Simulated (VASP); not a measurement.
# MnAs (Pnma) in VASP: single point with PBEsol

Aim: the single point of MnAs with PBEsol.

Program: VASP 6.6.1. These are calculated values, not measurements. Logs are shortened: lines on timing, memory, paths and dates and some standing lists are left out, and cuts for length are marked.

## 1. The cell of the first run

It takes space group Pnma (No. 62, orthorhombic). Conventional cell: a = 5.806 Å, b = 3.726 Å, c = 6.460 Å, α = 90.00°, β = 90.00°, γ = 90.00°. As (site symmetry m) has 6 Mn at 2.55 to 2.65 Å and 2 As at 3.38 Å within 3.4 Å. Within 3.5 Å of Mn (site symmetry m) lie 6 As at 2.55 to 2.65 Å and 4 Mn at 2.92 to 3.43 Å.

## 2. Single point, PBEsol

The input, INCAR:

```
SYSTEM = MnAs
PREC = Accurate
ENCUT = 520
EDIFF = 1E-6
ISMEAR = -5
SIGMA = 0.1
LREAL = .False.
LASPH = .True.
NELM = 80
ALGO = Normal
ISIF = 2
LWAVE = .False.
LCHARG = .True.
GGA = PS
LELF = .True.
LVHAR = .True.
NBANDS = 46
```

The input, KPOINTS:

```
Automatic mesh
0
Gamma
  5 7 4
  0 0 0
```

The input, POSCAR:

```
MnAs
1.0
    5.8064837800      0.0000000000      0.0000000000
    0.0000000000      3.7257391700      0.0000000000
    0.0000000000      0.0000000000      6.4596523400
As Mn
4 4
Direct
    0.2745000000      0.2500000000      0.9184000000
    0.2255000000      0.7500000000      0.4184000000
    0.7745000000      0.2500000000      0.5816000000
    0.7255000000      0.7500000000      0.0816000000
    0.9953000000      0.2500000000      0.2229000000
    0.5047000000      0.7500000000      0.7229000000
    0.4953000000      0.2500000000      0.2771000000
    0.0047000000      0.7500000000      0.7771000000
```

Potentials or basis: VASP PAW PBE potentials, release 64 (As, Mn_pv).

Run with:

```sh
> cat potpaw_PBE.64/As/POTCAR potpaw_PBE.64/Mn_pv/POTCAR > POTCAR
> mpirun -np 1 vasp_std > vasp.out
```

OUTCAR:

```text
SYSTEM = MnAs
   PREC = Accurate
   ENCUT = 520
   EDIFF = 1E-6
   ISMEAR = -5
   LREAL = .False.
   LASPH = .True.
   NELM = 80
   ISIF = 2
   GGA = PS

 ion  position               nearest neighbor table
   1  0.275  0.250  0.918-   5 2.55   8 2.60   8 2.60   6 2.62   6 2.62   7 2.65
   2  0.225  0.750  0.418-   6 2.55   7 2.60   7 2.60   5 2.62   5 2.62   8 2.65
   3  0.775  0.250  0.582-   7 2.55   6 2.60   6 2.60   8 2.62   8 2.62   5 2.65
   4  0.725  0.750  0.082-   8 2.55   5 2.60   5 2.60   7 2.62   7 2.62   6 2.65
   5  0.995  0.250  0.223-   1 2.55   4 2.60   4 2.60   2 2.62   2 2.62   3 2.65   7 2.92   7 2.92

   6  0.505  0.750  0.723-   2 2.55   3 2.60   3 2.60   1 2.62   1 2.62   4 2.65   8 2.92   8 2.92

   7  0.495  0.250  0.277-   3 2.55   2 2.60   2 2.60   4 2.62   4 2.62   1 2.65   5 2.92   5 2.92

   8  0.005  0.750  0.777-   4 2.55   1 2.60   1 2.60   3 2.62   3 2.62   2 2.65   6 2.92   6 2.92

  LATTYP: Found a simple orthorhombic cell.
 ALAT       =     3.7257391700
 B/A-ratio  =     1.5584783355
 C/A-ratio  =     1.7337908118

  Lattice vectors:

 A1 = (   0.0000000000,  -3.7257391700,   0.0000000000)
 A2 = (   5.8064837800,   0.0000000000,   0.0000000000)
 A3 = (   0.0000000000,   0.0000000000,   6.4596523400)

Analysis of symmetry for initial positions (statically):
=====================================================================
 Subroutine PRICEL returns:
 Original cell was already a primitive cell.

 Routine SETGRP: Setting up the symmetry group for a
 simple orthorhombic supercell.

 Subroutine GETGRP returns: Found  8 space group operations
 (whereof  2 operations were pure point group operations)
 out of a pool of  8 trial point group operations.

The static configuration has the point symmetry S_2 .
 The point group associated with its full space group is D_2h.

Analysis of symmetry for dynamics (positions and initial velocities):
=====================================================================
 Subroutine PRICEL returns:
 Original cell was already a primitive cell.

 Routine SETGRP: Setting up the symmetry group for a
 simple orthorhombic supercell.

 Subroutine GETGRP returns: Found  8 space group operations
 (whereof  2 operations were pure point group operations)
 out of a pool of  8 trial point group operations.

The dynamic configuration has the point symmetry S_2 .
 The point group associated with its full space group is D_2h.

 Subroutine INISYM returns: Found  8 space group operations
 (whereof  2 operations are pure point group operations),
 and found     1 'primitive' translations

----------------------------------------------------------------------------------------

                                     Primitive cell

  volume of cell :     139.7445

  direct lattice vectors                    reciprocal lattice vectors
     5.806483780  0.000000000  0.000000000     0.172221268  0.000000000  0.000000000
     0.000000000  3.725739170  0.000000000     0.000000000  0.268403115  0.000000000
     0.000000000  0.000000000  6.459652340     0.000000000  0.000000000  0.154807093

  length of vectors
     5.806483780  3.725739170  6.459652340     0.172221268  0.268403115  0.154807093

  position of ions in fractional coordinates (direct lattice)
     0.274500000  0.250000000  0.918400000
     0.225500000  0.750000000  0.418400000
     0.774500000  0.250000000  0.581600000
     0.725500000  0.750000000  0.081600000
     0.995300000  0.250000000  0.222900000
     0.504700000  0.750000000  0.722900000
     0.495300000  0.250000000  0.277100000
     0.004700000  0.750000000  0.777100000

  ion indices of the primitive-cell ions
   primitive index   ion index
                 1           1
                 2           2
                 3           3
                 4           4
                 5           5
                 6           6
                 7           7
                 8           8

----------------------------------------------------------------------------------------

 KPOINTS: Automatic mesh

Automatic generation of k-mesh.
 Grid dimensions read from file:
 generate k-points for:    5    7    4

 Generating k-lattice:

  Cartesian coordinates                     Fractional coordinates (reciprocal lattice)
     0.034444254  0.000000000  0.000000000     0.200000000  0.000000000  0.000000000
     0.000000000  0.038343302  0.000000000     0.000000000  0.142857143  0.000000000
     0.000000000  0.000000000  0.038701773     0.000000000  0.000000000  0.250000000

  Length of vectors
     0.034444254  0.038343302  0.038701773

  Shift w.r.t. Gamma in fractional coordinates (k-lattice)
     0.000000000  0.000000000  0.000000000

 TETIRR: Found    414 inequivalent tetrahedra from      840

 Subroutine IBZKPT returns following result:
 ===========================================

 Found     36 irreducible k-points:

 Following reciprocal coordinates:
            Coordinates               Weight
  0.000000  0.000000  0.000000      1.000000
  0.200000  0.000000  0.000000      2.000000
  0.400000  0.000000  0.000000      2.000000
  0.000000  0.142857  0.000000      2.000000
  0.200000  0.142857  0.000000      4.000000
  0.400000  0.142857  0.000000      4.000000
[... 16 lines left out ...]
  0.200000  0.428571  0.250000      8.000000
  0.400000  0.428571  0.250000      8.000000
 [... further k-points ...]
   k-points           NKPTS =     36   k-points in BZ     NKDIM =     36   number of bands    NBANDS=     46
   number of dos      NEDOS =    301   number of ions     NIONS =      8
   total plane-waves  NPLWV =  64512
   dimension x,y,z NGX =    48 NGY =   28 NGZ =   48
   dimension x,y,z NGXF=    96 NGYF=   56 NGZF=   96
   ions per type =               4   4
   NGX,Y,Z   is equivalent  to a cutoff of  13.74, 12.49, 12.35 a.u.
   NGXF,Y,Z  is equivalent  to a cutoff of  27.49, 24.99, 24.71 a.u.
 SYSTEM =  MnAs
   PREC   = accura    normal or accurate (medium, high low for compatibility)
   ISTART =      0    job   : 0-new  1-cont  2-samecut
   ICHARG =      2    charge: 1-file 2-atom 10-const
   ISPIN  =      1    spin polarized calculation?
   LNONCOLLINEAR =      F non collinear calculations
   LSORBIT =      F    spin-orbit coupling
   LASPH  =      T    aspherical Exc in radial PAW
   ENCUT  =  520.0 eV  38.22 Ry    6.18 a.u.  10.80  6.93 12.01*2*pi/ulx,y,z
   NELM   =     80;   NELMIN=  2; NELMDL= -5     # of ELM steps
   EDIFF  = 0.1E-05   stopping-criterion for ELM
   LREAL  =      F    real-space projection
   EDIFFG = 0.1E-04   stopping-criterion for IOM
   NSW    =      0    number of steps for IOM
   IBRION =     -1    ionic relax: 0-MD 1-quasi-New 2-CG
   NFREE  =      0    steps in history (QN), initial steepest desc. (CG)
   ISIF   =      2    stress and relaxation
   ISYM   =      2    0-nonsym 1-usesym 2-fastsym
   POTIM  = 0.5000    time-step for ionic-motion
   TEBEG  =    0.0;   TEEND  =   0.0 temperature during run
   PSTRESS=    0.0 pullay stress
   NELECT =      72.0000    total number of electrons
   NUPDOWN=      -1.0000    fix difference up-down
   EMIN   =  10.00;   EMAX   =-10.00  energy-range for DOS
   EFERMI =   0.00;   METHOD = LEGACY
   ISMEAR =    -5;   SIGMA  =   0.10  broadening in eV -4-tet -1-fermi 0-gaus
   EFERMI_NEDOS =   21; number of points for ismear=-14 and -15
   IALGO  =     38    algorithm
   IMIX   =      4    mixing-type and parameters
     AMIX     =   0.40;   BMIX     =  1.00
     AMIX_MAG =   1.60;   BMIX_MAG =  1.00
  volume/ion in A,a.u.               =      17.47       117.88
  Fermi-wavevector in a.u.,A,eV,Ry     =   1.312424  2.480121 23.435436  1.722456
  Thomas-Fermi vector in A             =   2.442817
   LORBIT       =      0    0 simple, 1 ext, 2 COOP (PROOUT), +10 PAW based schemes
   GGA     = PS    functional components
   LHFCALC =     F    Hartree Fock is set to
   AEXX    =    0.0000 exact exchange contribution
   IVDW    =     0    specifies the selected vdW correction
   LEPSILON=     F    determine dielectric tensor
   LRPA    =     F    only Hartree local field effects (RPA)
 non-spin polarized calculation
 Fermi weights with tetrahedron method with Bloechl corrections
  energy-cutoff  :      520.00
  volume of cell :      139.74
 maximum number of plane-waves:      3780
 NGX is ok and might be reduce to    48
   NGX = 21   NGY = 13   NGZ = 25

 number of electron      71.9999993 magnetization

 Free energy of the ion-electron system (eV)
  ---------------------------------------------------
  ext. energy  EPLUGINS =         0.00000000
  ---------------------------------------------------
  free energy    TOTEN  =       -56.94102883 eV

  energy without entropy =      -56.94102883  energy(sigma->0) =      -56.94102883

 E-fermi :   5.8228     XC(G=0): -11.2154

 val. band max:        5.8315681220   @ k =   0.4000   0.2857   0.2500
 cond. band min:       5.7927131112   @ k =   0.0000   0.0000   0.0000
 fundamental gap:     -0.0388550107
 Fermi energy:         5.8228385255

 k-point     1 :       0.0000    0.0000    0.0000
  band No.  band energies     occupation
      1     -41.9022      2.00000
      2     -41.9006      2.00000
      3     -41.8291      2.00000
      4     -41.8285      2.00000
      5     -41.7174      2.00000
      6     -41.7140      2.00000
[... 38 lines left out ...]
     45       8.0092      0.00000
     46       9.3939      0.00000

 k-point     2 :       0.2000    0.0000    0.0000
  band No.  band energies     occupation
      1     -41.8952      2.00000
      2     -41.8937      2.00000
      3     -41.8361      2.00000
      4     -41.8353      2.00000
      5     -41.7166      2.00000
      6     -41.7133      2.00000
[... 38 lines left out ...]
     45       8.2412      0.00000
     46       8.9572      0.00000

 k-point     3 :       0.4000    0.0000    0.0000
  band No.  band energies     occupation
      1     -41.8769      2.00000
      2     -41.8756      2.00000
      3     -41.8543      2.00000
      4     -41.8533      2.00000
      5     -41.7146      2.00000
      6     -41.7122      2.00000
[... 1018 lines left out ...]
     45       7.5757      0.00000
     46       8.1465      0.00000

 k-point    24 :       0.4000    0.4286    0.2500
  band No.  band energies     occupation
      1     -41.8758      2.00000
      2     -41.8755      2.00000
      3     -41.8534      2.00000
      4     -41.8532      2.00000
      5     -41.7183      2.00000
      6     -41.7178      2.00000
[... 38 lines left out ...]
     45       7.8637      0.00000
     46       8.4279      0.00000

 [... further k-points ...]

------------------------ aborting loop because EDIFF is reached ----------------------------------------

  FORCE on cell =-STRESS in cart. coord.  units (eV):
  Direction    XX          YY          ZZ          XY          YZ          ZX
  --------------------------------------------------------------------------------------
  -------------------------------------------------------------------------------------
  Total      -25.8261218    -22.5420598    -21.6747578     -0.0000000      0.0000000      0.0000000
  in kB     -296.0976547   -258.4457359   -248.5020787     -0.0000000      0.0000000      0.0000000
  external PRESSURE =    -267.6818231 kB  Pullay stress =       0.0000000 kB

 VOLUME and BASIS-vectors are now :
 -----------------------------------------------------------------------------
  energy-cutoff  :      520.00
  volume of cell :      139.74
      direct lattice vectors                 reciprocal lattice vectors
     5.806483780  0.000000000  0.000000000     0.172221268  0.000000000  0.000000000
     0.000000000  3.725739170  0.000000000     0.000000000  0.268403115  0.000000000
     0.000000000  0.000000000  6.459652340     0.000000000  0.000000000  0.154807093

 POSITION                                       TOTAL-FORCE (eV/Angst)
 -----------------------------------------------------------------------------------
      1.59388      0.93143      5.93254        -0.049019     -0.000000      0.042149
      1.30936      2.79430      2.70272         0.049019     -0.000000      0.042149
      4.49712      0.93143      3.75693        -0.049019     -0.000000     -0.042149
      4.21260      2.79430      0.52711         0.049019     -0.000000     -0.042149
      5.77919      0.93143      1.43986         0.194352     -0.000000     -0.366803
      2.93053      2.79430      4.66968        -0.194352      0.000000     -0.366803
      2.87595      0.93143      1.78997         0.194352     -0.000000      0.366803
      0.02729      2.79430      5.01980        -0.194352      0.000000      0.366803
 -----------------------------------------------------------------------------------
    total drift:                                0.000000      0.000000      0.000000

  FREE ENERGIE OF THE ION-ELECTRON SYSTEM (eV)
  ---------------------------------------------------
  free  energy   TOTEN  =       -56.9410288253 eV

  energy  without entropy=      -56.9410288253  energy(sigma->0) =      -56.94102883
```

Run time: 5.6 min. Hardware: 1 thread of Oxide Virtual Turin-like, shared host; peak memory 0.3 GiB.

Results:

```yaml
Free_energy: -56.9410 eV
Pressure: -26.8 GPa
Largest_force: 0.415 eV/Å
Band_gap_on_the_k_mesh: zero (bands 36 and 37 overlap by 0.09 eV)
```

Forces on the atoms (eV/Å):
```
As  -0.049  0.000  0.042
As   0.049  0.000  0.042
As  -0.049  0.000 -0.042
As   0.049  0.000 -0.042
Mn   0.194  0.000 -0.367
Mn  -0.194  0.000 -0.367
Mn   0.194  0.000  0.367
Mn  -0.194  0.000  0.367
```

Stress tensor (GPa, compression positive):
```
-29.61   0.00   0.00
  0.00 -25.84   0.00
  0.00   0.00 -24.85
```

Caveat: the cell stands under tension; the PAW data sets were made with another functional, which shifts forces and pressure a little; the run has no spin polarisation, though such a crystal can be magnetic; tetrahedron occupations give inexact forces and stress in metals. Spin polarisation is off, so any magnetic state and its effect on volume and gap are missing.
